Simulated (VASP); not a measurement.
# InSe (R3m) in VASP: a series of runs

The runs below take InSe through single point, with PBEsol+D3(BJ).

Everything below comes from runs of VASP 6.6.1. Logs are shortened: lines on timing, memory, paths and dates and some standing lists are left out, and cuts for length are marked.

**The experiment to reproduce.**

From “The Interaction of Hydrogen with the van der Waals Crystal γ-InSe”, 2020, pmc:7321205, for a bulk crystal of InSe at 300 K: band gap 1.25 eV.

The results are compared with them further down.

### 1 The cell of the first run

It takes space group R3m (No. 160, trigonal). Conventional cell: a = 3.961 Å, b = 3.961 Å, c = 24.184 Å, α = 90.00°, β = 90.00°, γ = 120.00°. Within 3.5 Å of In (site symmetry 3m) lie 3 Se at 2.63 Å and 1 In at 2.75 Å. In (site symmetry 3m) has 3 Se at 2.62 Å and 1 In at 2.75 Å within 3.5 Å. Se (site symmetry 3m) has 3 In at 2.63 Å and 3 Se at 3.57 Å within 3.6 Å. Within 3.6 Å of Se (site symmetry 3m) lie 3 In at 2.62 Å and 3 Se at 3.57 Å.

### 2 Single point, PBEsol+D3(BJ)

File INCAR:

```
SYSTEM = InSe
PREC = Accurate ; ENCUT = 520
EDIFF = 1E-6 ; ISMEAR = 0
SIGMA = 0.02 ; LREAL = .FALSE.
LASPH = .TRUE. ; NELM = 100
ALGO = Normal ; ISIF = 2
LWAVE = .FALSE. ; LCHARG = .FALSE.
GGA = PS ; IVDW = 12
NBANDS = 27
```

File KPOINTS:

```
regular mesh
0
G
  12 12 12
  0 0 0
```

File POSCAR:

```
InSe
1.0
    1.9803411088      1.1433504723      8.0614572014
   -1.9803411088      1.1433504723      8.0614572014
    0.0000000000     -2.2867009446      8.0614572014
In Se
2 2
Direct
   -0.0011391278     -0.0011391278     -0.0011391278
    0.1125260663      0.1125260663      0.1125260663
    0.6121977396      0.6121977396      0.6121977396
    0.8324153219      0.8324153219      0.8324153219
```

Potentials or basis: VASP PAW PBE potentials, release 64 (In_d, Se).

Started as:

```sh
$ cat potpaw_PBE.64/In_d/POTCAR potpaw_PBE.64/Se/POTCAR > POTCAR
$ mpirun -np 1 vasp_std > vasp.out
```

OUTCAR:

```text
SYSTEM = InSe
   PREC = Accurate
   ENCUT = 520
   EDIFF = 1E-6
   ISMEAR = 0
   LREAL = .FALSE.
   LASPH = .TRUE.
   NELM = 100
   ISIF = 2
   GGA = PS
   IVDW = 12
 IVDW          = 12

 ion  position               nearest neighbor table
   1  0.999  0.999  0.999-   3 2.63   3 2.63   3 2.63   2 2.75
   2  0.113  0.113  0.113-   4 2.62   4 2.62   4 2.62   1 2.75
   3  0.612  0.612  0.612-   1 2.63   1 2.63   1 2.63
   4  0.832  0.832  0.832-   2 2.62   2 2.62   2 2.62

  LATTYP: Found a trigonal (rhomboedric) cell.
 ALAT       =     8.3795043660
 COS(alpha) =     0.8882948134

  Lattice vectors:

 A1 = (   1.9803411088,   1.1433504723,   8.0614572014)
 A2 = (  -1.9803411088,   1.1433504723,   8.0614572014)
 A3 = (   0.0000000000,  -2.2867009446,   8.0614572014)

Analysis of symmetry for initial positions (statically):
=====================================================================
 Subroutine PRICEL returns:
 Original cell was already a primitive cell.

 Routine SETGRP: Setting up the symmetry group for a
 trigonal (rhombohedral) supercell.

 Subroutine GETGRP returns: Found  6 space group operations
 (whereof  6 operations were pure point group operations)
 out of a pool of 12 trial point group operations.

The static configuration has the point symmetry C_3v.

Analysis of symmetry for dynamics (positions and initial velocities):
=====================================================================
 Subroutine PRICEL returns:
 Original cell was already a primitive cell.

 Routine SETGRP: Setting up the symmetry group for a
 trigonal (rhombohedral) supercell.

 Subroutine GETGRP returns: Found  6 space group operations
 (whereof  6 operations were pure point group operations)
 out of a pool of 12 trial point group operations.

The dynamic configuration has the point symmetry C_3v.

 Subroutine INISYM returns: Found  6 space group operations
 (whereof  6 operations are pure point group operations),
 and found     1 'primitive' translations

----------------------------------------------------------------------------------------

                                     Primitive cell

  volume of cell :     109.5177

  direct lattice vectors                    reciprocal lattice vectors
     1.980341109  1.143350472  8.061457201     0.252481756  0.145770410  0.041349017
    -1.980341109  1.143350472  8.061457201    -0.252481756  0.145770410  0.041349017
     0.000000000 -2.286700945  8.061457201     0.000000000 -0.291540819  0.041349017

  length of vectors
     8.379504366  8.379504366  8.379504366     0.294458470  0.294458470  0.294458470

  position of ions in fractional coordinates (direct lattice)
     0.998860872  0.998860872  0.998860872
     0.112526066  0.112526066  0.112526066
     0.612197740  0.612197740  0.612197740
     0.832415322  0.832415322  0.832415322

  ion indices of the primitive-cell ions
   primitive index   ion index
                 1           1
                 2           2
                 3           3
                 4           4

----------------------------------------------------------------------------------------

 KPOINTS: regular mesh

Automatic generation of k-mesh.
 Grid dimensions read from file:
 generate k-points for:   12   12   12

 Generating k-lattice:

  Cartesian coordinates                     Fractional coordinates (reciprocal lattice)
     0.021040146  0.012147534  0.003445751     0.083333333  0.000000000  0.000000000
    -0.021040146  0.012147534  0.003445751     0.000000000  0.083333333  0.000000000
     0.000000000 -0.024295068  0.003445751     0.000000000  0.000000000  0.083333333

  Length of vectors
     0.024538206  0.024538206  0.024538206

  Shift w.r.t. Gamma in fractional coordinates (k-lattice)
     0.000000000  0.000000000  0.000000000

 Subroutine IBZKPT returns following result:
 ===========================================

 Found    189 irreducible k-points:

 Following reciprocal coordinates:
            Coordinates               Weight
  0.000000  0.000000  0.000000      1.000000
  0.083333  0.000000  0.000000      6.000000
  0.166667  0.000000 -0.000000      6.000000
  0.250000  0.000000 -0.000000      6.000000
  0.333333  0.000000 -0.000000      6.000000
  0.416667  0.000000  0.000000      6.000000
[... 16 lines left out ...]
  0.500000  0.166667  0.000000     12.000000
 -0.416667  0.166667 -0.000000     12.000000
 [... further k-points ...]
   k-points           NKPTS =    189   k-points in BZ     NKDIM =    189   number of bands    NBANDS=     27
   number of dos      NEDOS =    301   number of ions     NIONS =      4
   total plane-waves  NPLWV = 262144
   dimension x,y,z NGX =    64 NGY =   64 NGZ =   64
   dimension x,y,z NGXF=   128 NGYF=  128 NGZF=  128
   ions per type =               2   2
   NGX,Y,Z   is equivalent  to a cutoff of  12.70, 12.70, 12.70 a.u.
   NGXF,Y,Z  is equivalent  to a cutoff of  25.39, 25.39, 25.39 a.u.
 SYSTEM =  InSe
   PREC   = accura    normal or accurate (medium, high low for compatibility)
   ISTART =      0    job   : 0-new  1-cont  2-samecut
   ICHARG =      2    charge: 1-file 2-atom 10-const
   ISPIN  =      1    spin polarized calculation?
   LNONCOLLINEAR =      F non collinear calculations
   LSORBIT =      F    spin-orbit coupling
   LASPH  =      T    aspherical Exc in radial PAW
   ENCUT  =  520.0 eV  38.22 Ry    6.18 a.u.  15.58 15.58 15.58*2*pi/ulx,y,z
   NELM   =    100;   NELMIN=  2; NELMDL= -5     # of ELM steps
   EDIFF  = 0.1E-05   stopping-criterion for ELM
   LREAL  =      F    real-space projection
   EDIFFG = 0.1E-04   stopping-criterion for IOM
   NSW    =      0    number of steps for IOM
   IBRION =     -1    ionic relax: 0-MD 1-quasi-New 2-CG
   NFREE  =      0    steps in history (QN), initial steepest desc. (CG)
   ISIF   =      2    stress and relaxation
   ISYM   =      2    0-nonsym 1-usesym 2-fastsym
   POTIM  = 0.5000    time-step for ionic-motion
   TEBEG  =    0.0;   TEEND  =   0.0 temperature during run
   PSTRESS=    0.0 pullay stress
   NELECT =      38.0000    total number of electrons
   NUPDOWN=      -1.0000    fix difference up-down
   EMIN   =  10.00;   EMAX   =-10.00  energy-range for DOS
   EFERMI =   0.00;   METHOD = LEGACY
   ISMEAR =     0;   SIGMA  =   0.02  broadening in eV -4-tet -1-fermi 0-gaus
   EFERMI_NEDOS =   21; number of points for ismear=-14 and -15
   IALGO  =     38    algorithm
   IMIX   =      4    mixing-type and parameters
     AMIX     =   0.40;   BMIX     =  1.00
     AMIX_MAG =   1.60;   BMIX_MAG =  1.00
  volume/ion in A,a.u.               =      27.38       184.77
  Fermi-wavevector in a.u.,A,eV,Ry     =   1.150380  2.173903 18.005597  1.323374
  Thomas-Fermi vector in A             =   2.287044
   LORBIT       =      0    0 simple, 1 ext, 2 COOP (PROOUT), +10 PAW based schemes
   GGA     = PS    functional components
   LHFCALC =     F    Hartree Fock is set to
   AEXX    =    0.0000 exact exchange contribution
   IVDW    =    12    specifies the selected vdW correction
   LEPSILON=     F    determine dielectric tensor
   LRPA    =     F    only Hartree local field effects (RPA)
 non-spin polarized calculation
 Gauss-broadening in eV      SIGMA  =   0.02
  energy-cutoff  :      520.00
  volume of cell :      109.52
 maximum number of plane-waves:      2988
 NGX is ok and might be reduce to    64
   NGX = 31   NGY = 31   NGZ = 31

 number of electron      37.9999999 magnetization

 Free energy of the ion-electron system (eV)
  ---------------------------------------------------
  ext. energy  EPLUGINS =         0.00000000
  ---------------------------------------------------
  free energy    TOTEN  =       -15.55828263 eV

  energy without entropy =      -15.55828263  energy(sigma->0) =      -15.55828263

 E-fermi :   4.7747     XC(G=0):  -9.4390

 val. band max:        4.7003613520   @ k =   0.5000   0.5000   0.5000
 cond. band min:       5.0304990661   @ k =   0.5000   0.5000   0.5000
 fundamental gap:      0.3301377141
 Fermi energy:         4.7747021343

 k-point     1 :       0.0000    0.0000    0.0000
  band No.  band energies     occupation
      1     -10.2107      2.00000
      2      -9.9964      2.00000
      3      -9.9964      2.00000
      4      -9.8986      2.00000
      5      -9.8986      2.00000
      6      -9.8899      2.00000
[... 19 lines left out ...]
     26      10.0847      0.00000
     27      12.3456      0.00000

 k-point     2 :       0.0833    0.0000    0.0000
  band No.  band energies     occupation
      1     -10.2111      2.00000
      2     -10.0372      2.00000
      3      -9.9952      2.00000
      4      -9.9352      2.00000
      5      -9.8929      2.00000
      6      -9.8924      2.00000
[... 19 lines left out ...]
     26      10.2656      0.00000
     27      12.3326      0.00000

 k-point     3 :       0.1667    0.0000   -0.0000
  band No.  band energies     occupation
      1     -10.2206      2.00000
      2     -10.1110      2.00000
      3     -10.0174      2.00000
      4      -9.9932      2.00000
      5      -9.8989      2.00000
      6      -9.8774      2.00000
[... 19 lines left out ...]
     26      10.6761      0.00000
     27      11.5293      0.00000

 k-point     4 :       0.2500    0.0000   -0.0000
  band No.  band energies     occupation
      1     -10.2641      2.00000
      2     -10.1470      2.00000
      3     -10.1052      2.00000
      4      -9.9925      2.00000
      5      -9.9075      2.00000
      6      -9.8564      2.00000
[... 19 lines left out ...]
     26      11.0382      0.00000
     27      11.4059      0.00000
[... 516 lines left out ...]
      4     -10.0041      2.00000
      5      -9.9067      2.00000
      6      -9.8393      2.00000
[... 19 lines left out ...]
     26      11.2973      0.00000
     27      11.6924      0.00000

 k-point    23 :       0.5000    0.1667    0.0000
  band No.  band energies     occupation
      1     -10.3565      2.00000
      2     -10.2374      2.00000
      3     -10.1440      2.00000
      4     -10.0088      2.00000
      5      -9.9083      2.00000
      6      -9.8298      2.00000
[... 19 lines left out ...]
     26      11.5566      0.00000
     27      12.1795      0.00000

 k-point    24 :      -0.4167    0.1667   -0.0000
  band No.  band energies     occupation
      1     -10.3683      2.00000
      2     -10.2482      2.00000
      3     -10.1429      2.00000
      4     -10.0105      2.00000
      5      -9.9089      2.00000
      6      -9.8262      2.00000
[... 19 lines left out ...]
     26      11.6757      0.00000
     27      12.4772      0.00000

 [... further k-points ...]

------------------------ aborting loop because EDIFF is reached ----------------------------------------

 Edisp (eV)   -1.23753

 E8    (eV) :    -0.8440

  FORCE on cell =-STRESS in cart. coord.  units (eV):
  Direction    XX          YY          ZZ          XY          YZ          ZX
  --------------------------------------------------------------------------------------
  -------------------------------------------------------------------------------------
  Total       0.05258     0.05258     0.03756     0.00000     0.00000     0.00000
  in kB       0.76920     0.76920     0.54947     0.00000     0.00000     0.00000
  external pressure =        0.70 kB  Pullay stress =        0.00 kB

 VOLUME and BASIS-vectors are now :
 -----------------------------------------------------------------------------
  energy-cutoff  :      520.00
  volume of cell :      109.52
      direct lattice vectors                 reciprocal lattice vectors
     1.980341109  1.143350472  8.061457201     0.252481756  0.145770410  0.041349017
    -1.980341109  1.143350472  8.061457201    -0.252481756  0.145770410  0.041349017
     0.000000000 -2.286700945  8.061457201     0.000000000 -0.291540819  0.041349017

 POSITION                                       TOTAL-FORCE (eV/Angst)
 -----------------------------------------------------------------------------------
      0.00000      0.00000     24.15682         0.000000      0.000000      0.021225
      0.00000      0.00000      2.72137         0.000000      0.000000     -0.021092
      0.00000      0.00000     14.80562         0.000000      0.000000     -0.020131
      0.00000      0.00000     20.13144         0.000000     -0.000000      0.019997
 -----------------------------------------------------------------------------------
    total drift:                               -0.000000     -0.000000     -0.000321

  FREE ENERGIE OF THE ION-ELECTRON SYSTEM (eV)
  ---------------------------------------------------
  free  energy   TOTEN  =       -16.7958131045 eV

  energy  without entropy=      -16.7958131045  energy(sigma->0) =      -16.79581310
```

Wall time 17 min (1 thread of Intel Xeon 6975P-C (Granite Rapids), shared host); peak memory 0.85 GiB.

Results:

```yaml
Free_energy: -16.7958 eV
Pressure: 0.1 GPa
Largest_force: 0.021 eV/Å
Band_gap_on_the_k_mesh: 0.33 eV
Dispersion_energy_per_atom: -0.309 eV
```

Forces on the atoms (eV/Å):
```
In   0.000  0.000  0.021
In   0.000  0.000 -0.021
Se   0.000  0.000 -0.020
Se   0.000  0.000  0.020
```

Levels at points of the mesh, in eV from the valence-band top:
```tsv
k point	band 15	band 16	band 17	band 18	band 19	band 20	band 21	band 22	band 23	band 24
(0.00, 0.00, 0.00)	-1.86	-1.47	-1.47	-1.23	-1.23	1.92	2.07	4.30	4.30	4.88
(0.50, 0.00, 0.00)	-3.80	-2.72	-2.59	-2.27	-1.77	0.90	2.01	3.59	3.95	4.73
(0.50, 0.50, 0.00)	-3.50	-2.94	-2.75	-2.05	-1.63	0.92	1.98	3.12	3.34	4.11
(0.50, 0.50, 0.50)	-1.54	-1.54	-1.15	-1.15	0.00	0.33	2.16	4.16	4.16	5.59
```

Caveat: the PAW data sets were made with another functional, which shifts forces and pressure a little; spin-orbit coupling is left out, which moves the levels of the heavy elements.

### 3 Single point, PBEsol+D3(BJ)

File INCAR:

```
PREC = Accurate
ENCUT = 520
EDIFF = 1E-6
ISMEAR = 0
SIGMA = 0.02
LREAL = F
LASPH = T
NELM = 60
ALGO = Normal
ISIF = 2
LWAVE = F
LCHARG = T
GGA = PS
IVDW = 12
LELF = T
LVHAR = T
NBANDS = 27
```

File KPOINTS:

```
Automatic mesh
0
Gamma
  12 12 12
```

POSCAR is that of step 2.

Potentials or basis: VASP PAW PBE potentials, release 64 (In_d, Se).

Started as:

```sh
$ cat potpaw_PBE.64/In_d/POTCAR potpaw_PBE.64/Se/POTCAR > POTCAR
$ mpirun -np 1 vasp_std > vasp.out
```

Run time: 14 min. Hardware: 1 thread of Intel Xeon 6975P-C (Granite Rapids), shared host; peak memory 0.85 GiB.

Results (log left out):

| Item | Value |
| --- | --- |
| Free energy | -16.7958 eV |
| Pressure | 0.1 GPa |
| Largest force | 0.021 eV/Å |
| Band gap on the k mesh | 0.33 eV |
| Dispersion energy per atom | -0.309 eV |

Forces in eV/Å, atoms in the order of the input:
```
In   0.000  0.000  0.021
In   0.000  0.000 -0.021
Se   0.000  0.000 -0.020
Se   0.000  0.000  0.020
```

Levels at points of the mesh, in eV from the valence-band top:
```tsv
k point	band 15	band 16	band 17	band 18	band 19	band 20	band 21	band 22	band 23	band 24
(0.00, 0.00, 0.00)	-1.86	-1.47	-1.47	-1.23	-1.23	1.92	2.07	4.30	4.30	4.88
(0.50, 0.00, 0.00)	-3.80	-2.72	-2.59	-2.27	-1.77	0.90	2.01	3.59	3.95	4.73
(0.50, 0.50, 0.00)	-3.50	-2.94	-2.75	-2.05	-1.63	0.92	1.98	3.12	3.34	4.11
(0.50, 0.50, 0.50)	-1.54	-1.54	-1.15	-1.15	0.00	0.33	2.16	4.16	4.16	5.59
```

Caveat: the PAW data sets were made with another functional, which shifts forces and pressure a little; spin-orbit coupling is left out, which moves the levels of the heavy elements.

### 4 Comparison with measurements

Step 2. Measured gap of InSe: 1.25 eV (300 K; “The Interaction of Hydrogen with the van der Waals Crystal γ-InSe”, 2020, pmc:7321205). This calculation gives 0.33 eV (-0.92 eV). Spin-orbit coupling on In, Se is left out. The value is that of PBEsol+D3(BJ) on a finite k mesh, which can miss the band edges, without temperature or zero-point motion. Semilocal functionals fall short of measured gaps as a rule.

Step 3. Measured gap of InSe: 1.25 eV (300 K; “The Interaction of Hydrogen with the van der Waals Crystal γ-InSe”, 2020, pmc:7321205). This calculation gives 0.33 eV (-0.92 eV). Spin-orbit coupling on In, Se is left out. The value is that of PBEsol+D3(BJ) on a finite k mesh, which can miss the band edges, without temperature or zero-point motion. Semilocal functionals fall short of measured gaps as a rule.
